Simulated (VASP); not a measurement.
# Au in VASP: further runs

Au is run at these levels: PBEsol; tasks: relaxation of cell and atoms, single point.

All numbers are computed with VASP 6.6.1; they aren't measurements. Logs are shortened: lines on timing, memory, paths and dates and some standing lists are left out, and cuts for length are marked.

## Step 1: The cell of the first run

The structure is cubic, space group Fm-3m (No. 225). Conventional cell: a = 4.027 Å, b = 4.027 Å, c = 4.027 Å, α = 90.00°, β = 90.00°, γ = 90.00°. Within 3.8 Å of Au (site symmetry m-3m) lie 12 Au at 2.85 Å.

## Step 2: Relaxation of cell and atoms, PBEsol, target pressure 8 GPa, at which the enthalpy is minimised

Input file INCAR:

```
ALGO     = Fast           # electronic algorithm
EDIFF    = 1E-6           # SCF threshold, eV
EDIFFG   = -0.008         # ionic threshold
ENCUT    = 600            # plane-wave cutoff, eV
GGA      = PS             # functional
IBRION   = 2              # ionic algorithm
ISIF     = 3              # what is computed and relaxed
ISMEAR   = 0              # smearing method
LASPH    = True           # aspherical terms in the spheres
LCHARG   = False          # write CHGCAR
LREAL    = False          # projectors in reciprocal space
LWAVE    = False          # write WAVECAR
NELM     = 60             # most SCF steps
NSW      = 70             # ionic steps
PREC     = Accurate       # precision mode
PSTRESS  = 80.0         
SIGMA    = 0.1            # smearing width, eV
```

Input file KPOINTS:

```
k-points
0
Gamma
  18 18 18
```

Input file POSCAR:

```
Au
1.0
    0.0000000000      2.0132921315      2.0132921315
    2.0132921315      0.0000000000      2.0132921315
    2.0132921315      2.0132921315      0.0000000000
Au
1
Direct
    0.0000000000      0.0000000000      0.0000000000
```

Potentials or basis: VASP PAW PBE potentials, release 64 (Au).

Command:

```bash
cat potpaw_PBE.64/Au/POTCAR > POTCAR
mpirun -np 1 vasp_std > vasp.out
```

OUTCAR:

```text
EDIFF = 1E-6
   EDIFFG = -0.008
   ENCUT = 600
   GGA = PS
   IBRION = 2
   ISIF = 3
   ISMEAR = 0
   LASPH = True
   LREAL = False
   NELM = 60
   NSW = 70
   PREC = Accurate
   PSTRESS = 80.0

 ion  position               nearest neighbor table
   1  0.000  0.000  0.000-

  LATTYP: Found a face centered cubic cell.
 ALAT       =     4.0265842630

  Lattice vectors:

 A1 = (   0.0000000000,   2.0132921315,   2.0132921315)
 A2 = (   2.0132921315,   0.0000000000,   2.0132921315)
 A3 = (   2.0132921315,   2.0132921315,   0.0000000000)

Analysis of symmetry for initial positions (statically):
=====================================================================
 Subroutine PRICEL returns:
 Original cell was already a primitive cell.

 Routine SETGRP: Setting up the symmetry group for a
 face centered cubic supercell.

 Subroutine GETGRP returns: Found 48 space group operations
 (whereof 48 operations were pure point group operations)
 out of a pool of 48 trial point group operations.

The static configuration has the point symmetry O_h .

Analysis of symmetry for dynamics (positions and initial velocities):
=====================================================================
 Subroutine PRICEL returns:
 Original cell was already a primitive cell.

 Routine SETGRP: Setting up the symmetry group for a
 face centered cubic supercell.

 Subroutine GETGRP returns: Found 48 space group operations
 (whereof 48 operations were pure point group operations)
 out of a pool of 48 trial point group operations.

The dynamic configuration has the point symmetry O_h .

 Subroutine INISYM returns: Found 48 space group operations
 (whereof 48 operations are pure point group operations),
 and found     1 'primitive' translations

----------------------------------------------------------------------------------------

                                     Primitive cell

  volume of cell :      16.3211

  direct lattice vectors                    reciprocal lattice vectors
     0.000000000  2.013292132  2.013292132    -0.248349453  0.248349453  0.248349453
     2.013292132  0.000000000  2.013292132     0.248349453 -0.248349453  0.248349453
     2.013292132  2.013292132  0.000000000     0.248349453  0.248349453 -0.248349453

  length of vectors
     2.847225037  2.847225037  2.847225037     0.430153871  0.430153871  0.430153871

  position of ions in fractional coordinates (direct lattice)
     0.000000000  0.000000000  0.000000000

  ion indices of the primitive-cell ions
   primitive index   ion index
                 1           1

----------------------------------------------------------------------------------------

 KPOINTS: k-points

Automatic generation of k-mesh.
 Grid dimensions read from file:
 generate k-points for:   18   18   18

 Generating k-lattice:

  Cartesian coordinates                     Fractional coordinates (reciprocal lattice)
    -0.013797192  0.013797192  0.013797192     0.055555556  0.000000000  0.000000000
     0.013797192 -0.013797192  0.013797192     0.000000000  0.055555556  0.000000000
     0.013797192  0.013797192 -0.013797192     0.000000000  0.000000000  0.055555556

  Length of vectors
     0.023897437  0.023897437  0.023897437

  Shift w.r.t. Gamma in fractional coordinates (k-lattice)
     0.000000000  0.000000000  0.000000000

 Subroutine IBZKPT returns following result:
 ===========================================

 Found    195 irreducible k-points:

 Following reciprocal coordinates:
            Coordinates               Weight
  0.000000  0.000000  0.000000      1.000000
  0.055556  0.000000  0.000000      8.000000
  0.111111  0.000000  0.000000      8.000000
  0.166667  0.000000  0.000000      8.000000
  0.222222  0.000000  0.000000      8.000000
  0.277778  0.000000  0.000000      8.000000
[... 16 lines left out ...]
 -0.277778  0.055556  0.000000     24.000000
 -0.222222  0.055556  0.000000     24.000000
 [... further k-points ...]
   k-points           NKPTS =    195   k-points in BZ     NKDIM =    195   number of bands    NBANDS=      9
   number of dos      NEDOS =    301   number of ions     NIONS =      1
   total plane-waves  NPLWV =  13824
   dimension x,y,z NGX =    24 NGY =   24 NGZ =   24
   dimension x,y,z NGXF=    48 NGYF=   48 NGZF=   48
   ions per type =               1
   NGX,Y,Z   is equivalent  to a cutoff of  14.01, 14.01, 14.01 a.u.
   NGXF,Y,Z  is equivalent  to a cutoff of  28.03, 28.03, 28.03 a.u.
 SYSTEM =  unknown system
   PREC   = accura    normal or accurate (medium, high low for compatibility)
   ISTART =      0    job   : 0-new  1-cont  2-samecut
   ICHARG =      2    charge: 1-file 2-atom 10-const
   ISPIN  =      1    spin polarized calculation?
   LNONCOLLINEAR =      F non collinear calculations
   LSORBIT =      F    spin-orbit coupling
   LASPH  =      T    aspherical Exc in radial PAW
   ENCUT  =  600.0 eV  44.10 Ry    6.64 a.u.   5.69  5.69  5.69*2*pi/ulx,y,z
   NELM   =     60;   NELMIN=  2; NELMDL= -5     # of ELM steps
   EDIFF  = 0.1E-05   stopping-criterion for ELM
   LREAL  =      F    real-space projection
   EDIFFG = -.8E-02   stopping-criterion for IOM
   NSW    =     70    number of steps for IOM
   IBRION =      2    ionic relax: 0-MD 1-quasi-New 2-CG
   NFREE  =      1    steps in history (QN), initial steepest desc. (CG)
   ISIF   =      3    stress and relaxation
   ISYM   =      2    0-nonsym 1-usesym 2-fastsym
   POTIM  = 0.5000    time-step for ionic-motion
   TEBEG  =    0.0;   TEEND  =   0.0 temperature during run
   PSTRESS=   80.0 pullay stress
   NELECT =      11.0000    total number of electrons
   NUPDOWN=      -1.0000    fix difference up-down
   EMIN   =  10.00;   EMAX   =-10.00  energy-range for DOS
   EFERMI =   0.00;   METHOD = LEGACY
   ISMEAR =     0;   SIGMA  =   0.10  broadening in eV -4-tet -1-fermi 0-gaus
   EFERMI_NEDOS =   21; number of points for ismear=-14 and -15
   IALGO  =     68    algorithm
   IMIX   =      4    mixing-type and parameters
     AMIX     =   0.40;   BMIX     =  1.00
     AMIX_MAG =   1.60;   BMIX_MAG =  1.00
  volume/ion in A,a.u.               =      16.32       110.14
  Fermi-wavevector in a.u.,A,eV,Ry     =   1.435343  2.712404 28.030840  2.060209
  Thomas-Fermi vector in A             =   2.554652
   LORBIT       =      0    0 simple, 1 ext, 2 COOP (PROOUT), +10 PAW based schemes
   GGA     = PS    functional components
   LHFCALC =     F    Hartree Fock is set to
   AEXX    =    0.0000 exact exchange contribution
   IVDW    =     0    specifies the selected vdW correction
   LEPSILON=     F    determine dielectric tensor
   LRPA    =     F    only Hartree local field effects (RPA)
 conjugate gradient relaxation of ions
 non-spin polarized calculation
 RMM-DIIS sequential band-by-band and
 Gauss-broadening in eV      SIGMA  =   0.10
  energy-cutoff  :      600.00
  volume of cell :       16.32
 maximum number of plane-waves:       556
   NGX = 11   NGY = 11   NGZ = 11

--------------------------------------- Ionic step        1  -------------------------------------------

 number of electron      10.9999999 magnetization

 Free energy of the ion-electron system (eV)
  ---------------------------------------------------
  ext. energy  EPLUGINS =         0.00000000
  ---------------------------------------------------
  free energy    TOTEN  =        -3.90833329 eV

  energy without entropy =       -3.90685423  energy(sigma->0) =       -3.90759376

 E-fermi :  10.0089     XC(G=0): -13.1414

 val. band max:        9.9893426047   @ k =   0.5000   0.1667   0.0556
 cond. band min:      10.0314934576   @ k =   0.5000   0.2778   0.1111
 fundamental gap:      0.0421508529
 Fermi energy:        10.0088857186

 k-point     1 :       0.0000    0.0000    0.0000
  band No.  band energies     occupation
      1      -0.3721      2.00000
      2       5.0986      2.00000
      3       5.0986      2.00000
      4       5.0986      2.00000
      5       6.7493      2.00000
      6       6.7493      2.00000
      7      24.4497      0.00000
      8      28.6942      0.00000
      9      28.6942      0.00000

 k-point     2 :       0.0556    0.0000    0.0000
  band No.  band energies     occupation
      1      -0.2597      2.00000
      2       5.0590      2.00000
      3       5.1388      2.00000
      4       5.1388      2.00000
      5       6.7300      2.00000
      6       6.7300      2.00000
      7      24.5929      0.00000
      8      27.9788      0.00000
      9      28.8376      0.00000
[... 329 lines left out ...]
  FREE ENERGIE OF THE ION-ELECTRON SYSTEM (eV)
  ---------------------------------------------------
  free  energy   TOTEN  =        -3.9105051146 eV

  energy  without entropy=       -3.9090272472  energy(sigma->0) =       -3.90976618

  enthalpy is  TOTEN    =        -3.0933292879 eV   P V=        0.8171758267

--------------------------------------- Ionic step        3  -------------------------------------------

 number of electron      10.9999999 magnetization

 Free energy of the ion-electron system (eV)
  ---------------------------------------------------
  ext. energy  EPLUGINS =         0.00000000
  ---------------------------------------------------
  free energy    TOTEN  =        -3.90880816 eV

  energy without entropy =       -3.90732925  energy(sigma->0) =       -3.90806871

 E-fermi :   9.9987     XC(G=0): -13.1380

 val. band max:        9.9793710526   @ k =   0.5000   0.1667   0.0556
 cond. band min:      10.0210711282   @ k =   0.5000   0.2778   0.1111
 fundamental gap:      0.0417000756
 Fermi energy:         9.9986787801

 k-point     1 :       0.0000    0.0000    0.0000
  band No.  band energies     occupation
      1      -0.3759      2.00000
      2       5.0922      2.00000
      3       5.0922      2.00000
      4       5.0922      2.00000
      5       6.7412      2.00000
      6       6.7412      2.00000
      7      24.4406      0.00000
      8      28.6817      0.00000
      9      28.6817      0.00000

 k-point     2 :       0.0556    0.0000    0.0000
  band No.  band energies     occupation
      1      -0.2636      2.00000
      2       5.0526      2.00000
      3       5.1324      2.00000
      4       5.1324      2.00000
      5       6.7220      2.00000
      6       6.7220      2.00000
      7      24.5836      0.00000
      8      27.9663      0.00000
      9      28.8249      0.00000
[... 286 lines left out ...]
 POSITION                                       TOTAL-FORCE (eV/Angst)
 -----------------------------------------------------------------------------------
      0.00000      0.00000      0.00000         0.000000      0.000000     -0.000000
 -----------------------------------------------------------------------------------
    total drift:                                0.000000      0.000000      0.000000

  FREE ENERGIE OF THE ION-ELECTRON SYSTEM (eV)
  ---------------------------------------------------
  free  energy   TOTEN  =        -3.9088081617 eV

  energy  without entropy=       -3.9073292494  energy(sigma->0) =       -3.90806871

  enthalpy is  TOTEN    =        -3.0933874634 eV   P V=        0.8154206984

 reached required accuracy - stopping structural energy minimisation
```

Run time: 21 s. Hardware: 1 thread of Intel Xeon Platinum 8559C (Emerald Rapids), shared host; peak memory 0.17 GiB.

Results:

```
Free energy                                            : -3.9088 eV
Relaxed volume                                         : 16.33 Å³/atom
Relaxed cell                                           : a = 2.848 Å, b = 2.848 Å, c = 2.848 Å, α = 60.00°, β = 60.00°, γ = 60.00°
Space group after relaxing (to 0.05 Å)                 : Fm-3m (No. 225)
Energy change on relaxing (the enthalpy is what falls) : -0.5 meV/atom
Ionic steps                                            : 3
Pressure after relaxing                                : 8.0 GPa
```

Step by step:
```
step  energy change (eV)  largest force (eV/Å)  pressure (GPa)  volume (Å³)
   1              0.0000                0.0000            8.19        16.32
   2             -0.0022                0.0000            7.48        16.37
   3             -0.0005                0.0000            7.99        16.33
```

Final structure:
```yaml
crystal:
  lattice:
    - [0.00000, 2.01368, 2.01368]
    - [2.01368, 0.00000, 2.01368]
    - [2.01368, 2.01368, 0.00000]
  atoms:
    - { symbol: Au, position: [0.00000, 0.00000, 0.00000] }
```

Caveat: the cell is relaxed towards a set pressure, so the enthalpy falls and the energy may rise; the PAW data sets were made with another functional, which shifts forces and pressure a little; spin-orbit coupling is left out, which moves the levels of the heavy elements.

## Step 3: Relaxation of cell and atoms, PBEsol, target pressure 3 GPa, at which the enthalpy is minimised

This run uses another cell than the first one, of 16.55 Å³/atom, 1.014 times its volume.

Input file INCAR:

```
  PREC = Accurate
  ENCUT = 600
  EDIFF = 1E-7
  ISMEAR = 0
  SIGMA = 0.1
  LREAL = False
  LASPH = True
  NELM = 80
  ALGO = Fast
  ISIF = 3
  LWAVE = False
  LCHARG = False
  GGA = PS
  IBRION = 2
  NSW = 70
  EDIFFG = -0.008
  PSTRESS = 30.0
```

Input file KPOINTS:

```
regular mesh
0
Gamma
  18 18 18
```

Input file POSCAR:

```
Au
1.0
    0.0000000000      2.0226664292      2.0226664292
    2.0226664292      0.0000000000      2.0226664292
    2.0226664292      2.0226664292      0.0000000000
Au
1
Direct
    0.0000000000      0.0000000000      0.0000000000
```

Potentials or basis: VASP PAW PBE potentials, release 64 (Au).

Command:

```bash
cat potpaw_PBE.64/Au/POTCAR > POTCAR
mpirun -np 1 vasp_std > vasp.out
```

OUTCAR:

```text
PREC = Accurate
   ENCUT = 600
   EDIFF = 1E-7
   ISMEAR = 0
   LREAL = False
   LASPH = True
   NELM = 80
   ISIF = 3
   GGA = PS
   IBRION = 2
   NSW = 70
   EDIFFG = -0.008
   PSTRESS = 30.0

 ion  position               nearest neighbor table
   1  0.000  0.000  0.000-

  LATTYP: Found a face centered cubic cell.
 ALAT       =     4.0453328584

  Lattice vectors:

 A1 = (   0.0000000000,   2.0226664292,   2.0226664292)
 A2 = (   2.0226664292,   0.0000000000,   2.0226664292)
 A3 = (   2.0226664292,   2.0226664292,   0.0000000000)

Analysis of symmetry for initial positions (statically):
=====================================================================
 Subroutine PRICEL returns:
 Original cell was already a primitive cell.

 Routine SETGRP: Setting up the symmetry group for a
 face centered cubic supercell.

 Subroutine GETGRP returns: Found 48 space group operations
 (whereof 48 operations were pure point group operations)
 out of a pool of 48 trial point group operations.

The static configuration has the point symmetry O_h .

Analysis of symmetry for dynamics (positions and initial velocities):
=====================================================================
[... 166 lines left out ...]
  Total        0.5328962      0.5328962      0.5328962     -0.0000000      0.0000000     -0.0000000
  in kB       51.5882059     51.5882059     51.5882059     -0.0000000      0.0000000     -0.0000000
  external PRESSURE =      21.5882059 kB  Pullay stress =      30.0000000 kB
[... 61 lines left out ...]
--------------------------------------- Ionic step        3  -------------------------------------------

 number of electron      10.9999999 magnetization

 Free energy of the ion-electron system (eV)
  ---------------------------------------------------
  ext. energy  EPLUGINS =         0.00000000
  ---------------------------------------------------
  free energy    TOTEN  =        -3.92238817 eV

  energy without entropy =       -3.92092783  energy(sigma->0) =       -3.92165800

 E-fermi :   9.5671     XC(G=0): -12.9933

 val. band max:        9.5577691540   @ k =   0.5000   0.1667   0.0556
 cond. band min:       9.5695692968   @ k =   0.4444   0.4444   0.0000
 fundamental gap:      0.0118001428
 Fermi energy:         9.5670690292

 k-point     1 :       0.0000    0.0000    0.0000
  band No.  band energies     occupation
      1      -0.5294      2.00000
      2       4.8106      2.00000
      3       4.8106      2.00000
      4       4.8106      2.00000
      5       6.3910      2.00000
      6       6.3910      2.00000
      7      24.0619      0.00000
      8      28.1626      0.00000
      9      28.1626      0.00000
[... 265 lines left out ...]
 k-point    24 :      -0.2222    0.0556    0.0000
  band No.  band energies     occupation
      1       1.2999      2.00000
      2       4.5205      2.00000
      3       5.1249      2.00000
      4       5.1659      2.00000
      5       6.2874      2.00000
      6       6.7876      2.00000
      7      21.2583      0.00000
      8      25.2094      0.00000
      9      28.2841      0.00000

 [... further k-points ...]

------------------------ aborting loop because EDIFF is reached ----------------------------------------

  FORCE on cell =-STRESS in cart. coord.  units (eV):
  Direction    XX          YY          ZZ          XY          YZ          ZX
  --------------------------------------------------------------------------------------
  -------------------------------------------------------------------------------------
  Total        0.3066749      0.3066749      0.3066749      0.0000000      0.0000000      0.0000000
  in kB       29.3667602     29.3667602     29.3667602      0.0000000      0.0000000      0.0000000
  external PRESSURE =      -0.6332398 kB  Pullay stress =      30.0000000 kB
[... 20 lines left out ...]
  energy  without entropy=       -3.9209278301  energy(sigma->0) =       -3.92165800

  enthalpy is  TOTEN    =        -3.6091003689 eV   P V=        0.3132878023

 reached required accuracy - stopping structural energy minimisation
```

OSZICAR:

```text
N       E                     dE             d eps       ncg     rms          rms(c)
DAV:   1     0.492671986382E+02    0.49267E+02   -0.63676E+03  3614   0.123E+03
DAV:   2    -0.378499466610E+01   -0.53052E+02   -0.50273E+02  3654   0.218E+02
DAV:   3    -0.425436584644E+01   -0.46937E+00   -0.46770E+00  4200   0.217E+01
DAV:   4    -0.425563798660E+01   -0.12721E-02   -0.12720E-02  3925   0.114E+00
[... 34 lines left out ...]
RMM:   8    -0.392238903213E+01   -0.34136E-06   -0.59135E-07  2870   0.679E-03    0.199E-02
RMM:   9    -0.392238868814E+01    0.34399E-06   -0.23994E-07  2622   0.468E-03    0.188E-02
RMM:  10    -0.392238851013E+01    0.17801E-06   -0.44711E-08  2137   0.178E-03    0.168E-02
RMM:  11    -0.392238825916E+01    0.25097E-06   -0.10739E-08  1749   0.903E-04    0.124E-02
RMM:  12    -0.392238817121E+01    0.87951E-07   -0.22014E-09  1153   0.587E-04
   3 F= -.36091004E+01 E0= -.36083702E+01  d E =-.118661E-02
```

CONTCAR:

```text
Au
   1.00000000000000
    -0.0000000000000000    2.0300229109238614    2.0300229109238614
     2.0300229109238614    0.0000000000000000    2.0300229109238614
     2.0300229109238614    2.0300229109238614   -0.0000000000000000
  Au
     1
Direct
     0.0000000000000000    0.0000000000000000    0.0000000000000000

  0.00000000E+00  0.00000000E+00  0.00000000E+00
```

Run time: 36 s. Hardware: 1 thread of Intel Xeon Platinum 8559C (Emerald Rapids), shared host; peak memory 0.18 GiB.

What came out:

| Property | Result |
| --- | --- |
| Free energy | -3.9224 eV |
| Relaxed volume | 16.73 Å³/atom |
| Relaxed cell | a = 2.871 Å, b = 2.871 Å, c = 2.871 Å, α = 60.00°, β = 60.00°, γ = 60.00° |
| Space group after relaxing (to 0.05 Å) | Fm-3m (No. 225) |
| Energy change on relaxing (the enthalpy is what falls) | -4.6 meV/atom |
| Ionic steps | 3 |
| Pressure after relaxing | 2.9 GPa |

The path:
| step | energy change (eV) | largest force (eV/Å) | pressure (GPa) | volume (Å³) |
| --- | --- | --- | --- | --- |
| 1 | 0.0000 | 0.0000 | 5.16 | 16.55 |
| 2 | -0.0068 | 0.0000 | -0.88 | 17.09 |
| 3 | -0.0046 | 0.0000 | 2.94 | 16.73 |

Final structure:
```xyz
1
Lattice="0.0000 2.0300 2.0300 2.0300 0.0000 2.0300 2.0300 2.0300 0.0000" Properties=species:S:1:pos:R:3 pbc="T T T"
Au    0.0000    0.0000    0.0000
```

Caveat: the cell is relaxed towards a set pressure, so the enthalpy falls and the energy may rise; the PAW data sets were made with another functional, which shifts forces and pressure a little; spin-orbit coupling is left out, which moves the levels of the heavy elements.

[end of part 1 of 2]
